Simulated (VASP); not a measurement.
# CsH2 (P4_2/mnm) in VASP: notebook, part 4 of 4

VASP 6.6.1. The steps go on from the part before.

### 6 Single point, PBE

This run uses another cell than the first one, of 45.47 Å³/atom.

Contents of INCAR:

```
PREC = Accurate
ENCUT = 520
EDIFF = 1E-6
ISMEAR = 0
SIGMA = 0.1
LREAL = F
LASPH = T
NELM = 100
ALGO = Normal
ISIF = 2
LWAVE = F
LCHARG = F
GGA = PE
NBANDS = 20
```

Contents of KPOINTS:

```
Automatic mesh
0
Gamma
  6 6 8
```

Contents of POSCAR:

```
CsH2
1.0
    6.2076361756      0.0000000000      0.0000000000
    0.0000000000      6.2076361756      0.0000000000
    0.0000000000      0.0000000000      7.0791494785
Cs H
2 4
Direct
    0.0000000000      0.0000000000      0.0000000000
    0.5000000000      0.5000000000      0.5000000000
    0.4566807684      0.4566807684      0.0000000000
    0.0433192316      0.9566807684      0.5000000000
    0.5433192316      0.5433192316      0.0000000000
    0.9566807684      0.0433192316      0.5000000000
```

Potentials or basis: VASP PAW PBE potentials, release 64 (Cs_sv, H).

The run is started by

```
$ cat potpaw_PBE.64/Cs_sv/POTCAR potpaw_PBE.64/H/POTCAR > POTCAR
$ mpirun -np 1 vasp_std > vasp.out
```

OUTCAR:

```text
PREC = Accurate
   ENCUT = 520
   EDIFF = 1E-6
   ISMEAR = 0
   LREAL = F
   LASPH = T
   NELM = 100
   ISIF = 2
   GGA = PE

 ion  position               nearest neighbor table
   1  0.000  0.000  0.000-
   2  0.500  0.500  0.500-
   3  0.457  0.457  0.000-   5 0.76
   4  0.043  0.957  0.500-   6 0.76
   5  0.543  0.543  0.000-   3 0.76
   6  0.957  0.043  0.500-   4 0.76

  LATTYP: Found a simple tetragonal cell.
 ALAT       =     6.2076361756
 C/A-ratio  =     1.1403937470

  Lattice vectors:

 A1 = (   6.2076361756,   0.0000000000,   0.0000000000)
 A2 = (   0.0000000000,   6.2076361756,   0.0000000000)
 A3 = (   0.0000000000,   0.0000000000,   7.0791494785)

Analysis of symmetry for initial positions (statically):
=====================================================================
 Subroutine PRICEL returns:
 Original cell was already a primitive cell.

 Routine SETGRP: Setting up the symmetry group for a
 simple tetragonal supercell.

 Subroutine GETGRP returns: Found 16 space group operations
 (whereof  8 operations were pure point group operations)
 out of a pool of 16 trial point group operations.

The static configuration has the point symmetry D_2h.
 The point group associated with its full space group is D_4h.

Analysis of symmetry for dynamics (positions and initial velocities):
=====================================================================
 Subroutine PRICEL returns:
 Original cell was already a primitive cell.

 Routine SETGRP: Setting up the symmetry group for a
 simple tetragonal supercell.

 Subroutine GETGRP returns: Found 16 space group operations
 (whereof  8 operations were pure point group operations)
 out of a pool of 16 trial point group operations.

The dynamic configuration has the point symmetry D_2h.
 The point group associated with its full space group is D_4h.

[... 127 lines left out ...]
  volume/ion in A,a.u.               =      45.47       306.82
  Fermi-wavevector in a.u.,A,eV,Ry     =   0.707301  1.336606  6.806659  0.500275
  Thomas-Fermi vector in A             =   1.793313
   LORBIT       =      0    0 simple, 1 ext, 2 COOP (PROOUT), +10 PAW based schemes
   GGA     = PE    functional components
   LHFCALC =     F    Hartree Fock is set to
   AEXX    =    0.0000 exact exchange contribution
   IVDW    =     0    specifies the selected vdW correction
   LEPSILON=     F    determine dielectric tensor
   LRPA    =     F    only Hartree local field effects (RPA)
 non-spin polarized calculation
 Gauss-broadening in eV      SIGMA  =   0.10
  energy-cutoff  :      520.00
  volume of cell :      272.79
 maximum number of plane-waves:      7379
 NGX is ok and might be reduce to    48
   NGX = 23   NGY = 23   NGZ = 27

 number of electron      21.9999999 magnetization

 Free energy of the ion-electron system (eV)
  ---------------------------------------------------
  ext. energy  EPLUGINS =         0.00000000
  ---------------------------------------------------
  free energy    TOTEN  =       -14.82715247 eV

  energy without entropy =      -14.80569858  energy(sigma->0) =      -14.81642553

 E-fermi :   0.3087     XC(G=0):  -5.4125

 val. band max:        0.3002939489   @ k =   0.3333   0.3333   0.2500
 cond. band min:       0.3099492678   @ k =   0.5000   0.1667   0.0000
 fundamental gap:      0.0096553190
 Fermi energy:         0.3087117306

 k-point     1 :       0.0000    0.0000    0.0000
  band No.  band energies     occupation
      1     -23.5987      2.00000
      2     -23.5936      2.00000
      3     -10.4532      2.00000
      4     -10.4054      2.00000
      5     -10.4054      2.00000
      6     -10.3851      2.00000
[... 541 lines left out ...]
     19       3.6603      0.00000
     20       3.6605      0.00000

 [... further k-points ...]

------------------------ aborting loop because EDIFF is reached ----------------------------------------

  FORCE on cell =-STRESS in cart. coord.  units (eV):
  Direction    XX          YY          ZZ          XY          YZ          ZX
  --------------------------------------------------------------------------------------
  -------------------------------------------------------------------------------------
  Total       -0.0667486     -0.0667486     -0.0388663      0.0000000      0.0000000      0.0000000
  in kB       -0.3920296     -0.3920296     -0.2282706      0.0000000      0.0000000      0.0000000
  external PRESSURE =      -0.3374433 kB  Pullay stress =       0.0000000 kB

 VOLUME and BASIS-vectors are now :
 -----------------------------------------------------------------------------
  energy-cutoff  :      520.00
  volume of cell :      272.79
      direct lattice vectors                 reciprocal lattice vectors
     6.207636176  0.000000000  0.000000000     0.161091915  0.000000000  0.000000000
     0.000000000  6.207636176  0.000000000     0.000000000  0.161091915  0.000000000
     0.000000000  0.000000000  7.079149478     0.000000000  0.000000000  0.141259907

 POSITION                                       TOTAL-FORCE (eV/Angst)
 -----------------------------------------------------------------------------------
      0.00000      0.00000      0.00000         0.000000      0.000000      0.000000
      3.10382      3.10382      3.53957         0.000000      0.000000      0.000000
      2.83491      2.83491      0.00000         0.006834      0.006834      0.000000
      0.26891      5.93873      3.53957        -0.006834      0.006834      0.000000
      3.37273      3.37273      0.00000        -0.006834     -0.006834     -0.000000
      5.93873      0.26891      3.53957         0.006834     -0.006834     -0.000000
 -----------------------------------------------------------------------------------
    total drift:                                0.000000     -0.000000     -0.000000

  FREE ENERGIE OF THE ION-ELECTRON SYSTEM (eV)
  ---------------------------------------------------
  free  energy   TOTEN  =       -14.8271524732 eV

  energy  without entropy=      -14.8056985833  energy(sigma->0) =      -14.81642553
```

It took 1.8 min on 1 thread of Intel Xeon 6975P-C (Granite Rapids), shared host; peak memory 0.45 GiB.

Results:

```
Free energy            : -14.8272 eV
Pressure               : 0.0 GPa
Largest force          : 0.010 eV/Å
Band gap on the k mesh : zero (bands 11 and 12 overlap by 0.75 eV)
```

Forces on the atoms (eV/Å):
```
Cs   0.000  0.000  0.000
Cs   0.000  0.000  0.000
H    0.007  0.007  0.000
H   -0.007  0.007  0.000
H   -0.007 -0.007  0.000
H    0.007 -0.007  0.000
```

Caveat: spin-orbit coupling is left out, which moves the levels of the heavy elements.

### 7 Overview

```csv
task,cell,k mesh,cutoff (eV),gap on the mesh (eV),pressure (GPa),largest force (eV/Å)
single point,"a = 5.750, b = 5.750, c = 3.704 Å, 6 atoms, atomic positions A",4 × 4 × 6,520,none,7.5,0.19
single point,"a = 6.342, b = 6.342, c = 4.651 Å, 6 atoms, atomic positions B",4 × 4 × 6,520,none,0.0,-
single point,"a = 6.208, b = 6.208, c = 7.079 Å, 6 atoms, atomic positions C",6 × 6 × 6,520,none,0.0,0.01
relaxation of cell and atoms,"relaxed from a = 5.750, b = 5.750, c = 3.704 Å, 6 atoms, atomic positions A",4 × 4 × 6,600,none,0.0,0.04
single point,"a = 6.208, b = 6.208, c = 7.079 Å, 6 atoms, atomic positions C",6 × 6 × 8,520,none,0.0,0.01
```

Alike in all rows: level PBE; potentials or basis VASP PAW PBE potentials, release 64 (Cs_sv, H); no spin polarisation; smearing gaussian 0.1 eV.

Caveats: spin-orbit coupling is left out, which moves the levels of the heavy elements; the cell stands under pressure (at least some runs); the volume moved by over 15 % at a fixed basis, so the end points are rough (at least some runs).

Absolute energies hang on the potentials; compare differences alone.
